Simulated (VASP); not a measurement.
# RbCd (Pm-3m) in VASP: notebook, part 2 of 2

VASP 6.6.1.

## Step 4: Single point, PBE (volume scaled by 1.06)

The input, INCAR:

```
ALGO = Normal ; EDIFF = 1E-6
ENCUT = 500 ; GGA = PE
GGA_COMPAT = F ; ISIF = 2
ISMEAR = 0 ; LASPH = T
LCHARG = F ; LREAL = F
LWAVE = F ; NBANDS = 18
NELM = 120 ; PREC = Accurate
SIGMA = 0.1
```

The input, KPOINTS:

```
k-points
0
Gamma
  12 12 12
```

The input, POSCAR:

```
RbCd
1.0
    4.6410291866      0.0000000000      0.0000000000
    0.0000000000      4.6410291866      0.0000000000
    0.0000000000      0.0000000000      4.6410291866
Rb Cd
1 1
Direct
    0.5000000000      0.5000000000      0.5000000000
    0.0000000000      0.0000000000      0.0000000000
```

Potentials or basis: VASP PAW PBE potentials, release 64 (Rb_sv, Cd).

On the command line:

```
$ cat potpaw_PBE.64/Rb_sv/POTCAR potpaw_PBE.64/Cd/POTCAR > POTCAR
$ mpirun -np 1 vasp_std > vasp.out
```

OUTCAR:

```text
EDIFF = 1E-6
   ENCUT = 500
   GGA = PE
   ISIF = 2
   ISMEAR = 0
   LASPH = T
   LREAL = F
   NELM = 120
   PREC = Accurate

 ion  position               nearest neighbor table
   1  0.500  0.500  0.500-   2 4.02   2 4.02   2 4.02   2 4.02   2 4.02   2 4.02   2 4.02   2 4.02

   2  0.000  0.000  0.000-   1 4.02   1 4.02   1 4.02   1 4.02   1 4.02   1 4.02   1 4.02   1 4.02

  LATTYP: Found a simple cubic cell.
 ALAT       =     4.6410291866

  Lattice vectors:

 A1 = (   4.6410291866,   0.0000000000,   0.0000000000)
 A2 = (   0.0000000000,   4.6410291866,   0.0000000000)
 A3 = (   0.0000000000,   0.0000000000,   4.6410291866)

Analysis of symmetry for initial positions (statically):
=====================================================================
 Subroutine PRICEL returns:
 Original cell was already a primitive cell.

 Routine SETGRP: Setting up the symmetry group for a
 simple cubic supercell.

 Subroutine GETGRP returns: Found 48 space group operations
 (whereof 48 operations were pure point group operations)
 out of a pool of 48 trial point group operations.

The static configuration has the point symmetry O_h .

Analysis of symmetry for dynamics (positions and initial velocities):
=====================================================================
 Subroutine PRICEL returns:
 Original cell was already a primitive cell.

 Routine SETGRP: Setting up the symmetry group for a
 simple cubic supercell.

 Subroutine GETGRP returns: Found 48 space group operations
 (whereof 48 operations were pure point group operations)
 out of a pool of 48 trial point group operations.

The dynamic configuration has the point symmetry O_h .

 Subroutine INISYM returns: Found 48 space group operations
 (whereof 48 operations are pure point group operations),
 and found     1 'primitive' translations

[... 106 lines left out ...]
   NUPDOWN=      -1.0000    fix difference up-down
   EMIN   =  10.00;   EMAX   =-10.00  energy-range for DOS
   EFERMI =   0.00;   METHOD = LEGACY
   ISMEAR =     0;   SIGMA  =   0.10  broadening in eV -4-tet -1-fermi 0-gaus
   EFERMI_NEDOS =   21; number of points for ismear=-14 and -15
   IALGO  =     38    algorithm
   IMIX   =      4    mixing-type and parameters
     AMIX     =   0.40;   BMIX     =  1.00
     AMIX_MAG =   1.60;   BMIX_MAG =  1.00
  volume/ion in A,a.u.               =      49.98       337.29
  Fermi-wavevector in a.u.,A,eV,Ry     =   0.973196  1.839074 12.886219  0.947110
  Thomas-Fermi vector in A             =   2.103556
   LORBIT       =      0    0 simple, 1 ext, 2 COOP (PROOUT), +10 PAW based schemes
   GGA     = PE    functional components
   LHFCALC =     F    Hartree Fock is set to
   AEXX    =    0.0000 exact exchange contribution
   IVDW    =     0    specifies the selected vdW correction
   LEPSILON=     F    determine dielectric tensor
   LRPA    =     F    only Hartree local field effects (RPA)
 non-spin polarized calculation
 Gauss-broadening in eV      SIGMA  =   0.10
  energy-cutoff  :      500.00
  volume of cell :       99.96
 maximum number of plane-waves:      2562
 NGX is ok and might be reduce to    36
   NGX = 17   NGY = 17   NGZ = 17

 number of electron      20.9999994 magnetization

 Free energy of the ion-electron system (eV)
  ---------------------------------------------------
  ext. energy  EPLUGINS =         0.00000000
  ---------------------------------------------------
  free energy    TOTEN  =        -1.62247402 eV

  energy without entropy =       -1.61420757  energy(sigma->0) =       -1.61834080

 E-fermi :   0.6286     XC(G=0):  -7.1297

 val. band max:        0.5914201192   @ k =   0.3333   0.2500   0.0833
 cond. band min:       0.6522056159   @ k =   0.3333   0.3333   0.0000
 fundamental gap:      0.0607854967
 Fermi energy:         0.6285700276

 k-point     1 :       0.0000    0.0000    0.0000
  band No.  band energies     occupation
      1     -27.7155      2.00000
      2     -11.7729      2.00000
      3     -11.7729      2.00000
      4     -11.7729      2.00000
      5      -8.2896      2.00000
      6      -8.2896      2.00000
[... 481 lines left out ...]
      5      -8.2788      2.00000
      6      -8.2684      2.00000
[... 10 lines left out ...]
     17       6.5653      0.00000
     18       6.5916      0.00000

 [... further k-points ...]
[... 5 lines left out ...]
  --------------------------------------------------------------------------------------
  -------------------------------------------------------------------------------------
  Total       -0.2083451     -0.2083451     -0.2083451     -0.0000000      0.0000000     -0.0000000
  in kB       -3.3392650     -3.3392650     -3.3392650     -0.0000000      0.0000000     -0.0000000
  external PRESSURE =      -3.3392650 kB  Pullay stress =       0.0000000 kB

 VOLUME and BASIS-vectors are now :
 -----------------------------------------------------------------------------
  energy-cutoff  :      500.00
  volume of cell :       99.96
      direct lattice vectors                 reciprocal lattice vectors
     4.641029187  0.000000000  0.000000000     0.215469449  0.000000000  0.000000000
     0.000000000  4.641029187  0.000000000     0.000000000  0.215469449  0.000000000
     0.000000000  0.000000000  4.641029187     0.000000000  0.000000000  0.215469449

 POSITION                                       TOTAL-FORCE (eV/Angst)
 -----------------------------------------------------------------------------------
      2.32051      2.32051      2.32051         0.000000      0.000000      0.000000
      0.00000      0.00000      0.00000         0.000000      0.000000      0.000000
 -----------------------------------------------------------------------------------
    total drift:                                0.000000      0.000000      0.000000

  FREE ENERGIE OF THE ION-ELECTRON SYSTEM (eV)
  ---------------------------------------------------
  free  energy   TOTEN  =        -1.6224740167 eV

  energy  without entropy=       -1.6142075748  energy(sigma->0) =       -1.61834080
```

OSZICAR:

```text
N       E                     dE             d eps       ncg     rms          rms(c)
DAV:   1     0.124644811006E+03    0.12464E+03   -0.90928E+03  3024   0.933E+02
DAV:   2     0.572619021640E+01   -0.11892E+03   -0.11565E+03  3292   0.242E+02
DAV:   3    -0.152154067705E+01   -0.72477E+01   -0.71948E+01  5026   0.551E+01
DAV:   4    -0.163278218873E+01   -0.11124E+00   -0.11111E+00  3752   0.470E+00
DAV:   5    -0.163493831741E+01   -0.21561E-02   -0.21559E-02  4398   0.457E-01    0.203E+00
DAV:   6    -0.162116966268E+01    0.13769E-01   -0.52574E-02  3444   0.161E+00    0.120E+00
DAV:   7    -0.162172281482E+01   -0.55315E-03   -0.57412E-03  3304   0.471E-01    0.502E-01
DAV:   8    -0.162238259656E+01   -0.65978E-03   -0.10575E-03  3602   0.273E-01    0.379E-02
DAV:   9    -0.162246957225E+01   -0.86976E-04   -0.10535E-04  3872   0.559E-02    0.738E-03
DAV:  10    -0.162247441355E+01   -0.48413E-05   -0.62916E-06  3352   0.137E-02    0.303E-03
DAV:  11    -0.162247401675E+01    0.39681E-06   -0.90173E-07  2756   0.473E-03
   1 F= -.16224740E+01 E0= -.16183408E+01  d E =-.826644E-02
```

Run time: 87 s. Hardware: 1 thread of Intel Xeon 6975P-C, shared host; peak memory 0.3 GiB.

Results:

- Free energy: -1.6225 eV
- Pressure: -0.3 GPa

## Step 5: Single point, PBE (volume scaled by 1.10)

The input, INCAR:

```
SYSTEM = RbCd
PREC = Accurate
ENCUT = 500
EDIFF = 1E-6
ISMEAR = 0
SIGMA = 0.1
LREAL = .FALSE.
LASPH = .TRUE.
NELM = 120
ALGO = Normal
ISIF = 2
LWAVE = .FALSE.
LCHARG = .FALSE.
GGA = PE
NBANDS = 18
GGA_COMPAT = .FALSE.
```

The input, KPOINTS:

```
Automatic mesh
0
G
  12 12 12
  0 0 0
```

The input, POSCAR:

```
RbCd
1.0
    4.6986876187      0.0000000000      0.0000000000
    0.0000000000      4.6986876187      0.0000000000
    0.0000000000      0.0000000000      4.6986876187
Rb Cd
1 1
Direct
    0.5000000000      0.5000000000      0.5000000000
    0.0000000000      0.0000000000      0.0000000000
```

On the command line:

```
$ cat potpaw_PBE.64/Rb_sv/POTCAR potpaw_PBE.64/Cd/POTCAR > POTCAR
$ mpirun -np 1 vasp_std > vasp.out
```

Wall time 86 s (1 thread of Intel Xeon 6975P-C, shared host); peak memory 0.31 GiB.

It converged, with:

```yaml
Free_energy: -1.6125 eV
Pressure: -0.5 GPa
```

Levels at points of the mesh, in eV from the Fermi level:
```csv
k point,band 8,band 9,band 10,band 11,band 12,band 13
"(0.00, 0.00, 0.00)",-8.87,-8.87,-4.46,2.51,2.51,2.86
"(0.50, 0.00, 0.00)",-8.87,-8.86,-3.38,-1.21,2.57,2.57
"(0.50, 0.50, 0.00)",-8.88,-8.84,-2.96,0.25,0.25,1.75
"(0.50, 0.50, 0.50)",-8.84,-8.84,-2.08,0.18,0.18,0.18
```

## Step 6: Single point, PBE (volume scaled by 0.88)

The input, INCAR:

```
SYSTEM = RbCd
PREC = Accurate ; ENCUT = 500
EDIFF = 1E-6 ; ISMEAR = 0
SIGMA = 0.1 ; LREAL = .FALSE.
LASPH = .TRUE. ; NELM = 120
ALGO = Normal ; ISIF = 2
LWAVE = .FALSE. ; LCHARG = .FALSE.
GGA = PE ; NBANDS = 18
GGA_COMPAT = .FALSE.
```

The input, KPOINTS:

```
regular mesh
0
G
  12 12 12
  0 0 0
```

The input, POSCAR:

```
RbCd
1.0
    4.3618751967      0.0000000000      0.0000000000
    0.0000000000      4.3618751967      0.0000000000
    0.0000000000      0.0000000000      4.3618751967
Rb Cd
1 1
Direct
    0.5000000000      0.5000000000      0.5000000000
    0.0000000000      0.0000000000      0.0000000000
```

Potentials or basis: VASP PAW PBE potentials, release 64 (Rb_sv, Cd).

On the command line:

```
$ cat potpaw_PBE.64/Rb_sv/POTCAR potpaw_PBE.64/Cd/POTCAR > POTCAR
$ mpirun -np 1 vasp_std > vasp.out
```

Run time: 57 s. Hardware: 1 thread of Intel Xeon 6975P-C, shared host; peak memory 0.25 GiB.

It converged, with:

* Free energy: -1.5873 eV
* Pressure: 1.2 GPa

Levels at points of the mesh, in eV from the Fermi level:
```tsv
k point	band 7	band 8	band 9	band 10	band 11	band 12	band 13	band 14
(0.00, 0.00, 0.00)	-8.91	-8.91	-8.91	-4.94	2.56	2.56	3.46	3.46
(0.50, 0.00, 0.00)	-8.92	-8.91	-8.90	-3.41	-1.44	2.83	2.83	3.26
(0.50, 0.50, 0.00)	-8.94	-8.94	-8.86	-3.04	0.36	0.36	2.08	4.87
(0.50, 0.50, 0.50)	-8.93	-8.86	-8.86	-1.71	-0.05	-0.05	-0.05	4.76
```

## Step 7: Overview

```tsv
cell	gap on the mesh (eV)	pressure (GPa)
a = 4.552 Å, 2 atoms	none	0.0
a = 4.597 Å, 2 atoms	none	-0.2
a = 4.641 Å, 2 atoms	none	-0.3
a = 4.699 Å, 2 atoms	none	-0.5
a = 4.362 Å, 2 atoms	none	1.2
```

Alike in all rows: task single point; level PBE; potentials or basis VASP PAW PBE potentials, release 64 (Rb_sv, Cd); no spin polarisation; k mesh 12 × 12 × 12; cutoff (eV) 500; smearing gaussian 0.1 eV.

Absolute energies hang on the potentials; compare differences alone.
